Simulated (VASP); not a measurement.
The system is Zr.

```
CELL_PARAMETERS angstrom
3.23200 0.00000 0.00000
-1.61600 2.79899 0.00000
0.00000 0.00000 5.14700
ATOMIC_POSITIONS crystal
Zr 0.33333 0.66667 0.25000
Zr 0.66667 0.33333 0.75000
```

* Program: VASP 6.6.1
* Task: relaxation of cell and atoms
* Functional: revPBE
* Dispersion: D3(BJ)
* Potentials or basis: VASP PAW PBE potentials, release 64 (Zr_sv)
* Cutoff: 600 eV
* k mesh: 9 × 9 × 5
* Occupations: methfessel-paxton, width 0.1 eV
* Spin: no spin polarisation

At the start: pressure -4.7 GPa; volume 23.28 Å³/atom.

Where does the relaxation end?

Over 6 steps the energy falls by 18.7 meV/atom and the volume is 22.08 Å³/atom (-5.2 %); space group P6_3/mmc (No. 194, to 0.05 Å).

The path:
```
step  energy change (eV)  largest force (eV/Å)  pressure (GPa)  volume (Å³)
   1              0.0000                0.0000           -4.70        46.56
   2             -0.0044                0.0000            5.17        42.11
   3             -0.0365                0.0000            0.02        44.20
   4             -0.0365                0.0000            0.12        44.16
   5             -0.0373                0.0000            0.10        44.16
   6             -0.0374                0.0000            0.08        44.16
```

Final structure:
```
Zr
1.0
     3.16086    0.00000    0.00000
    -1.58043    2.73739    0.00000
     0.00000    0.00000    5.10343
Zr
2
Cartesian
  0.0000 1.8249 1.2759
  1.5804 0.9125 3.8276
```

Caveat: the PAW data sets were made with another functional, which shifts forces and pressure a little; pairwise dispersion overbinds metals, which lowers pressure and volume.
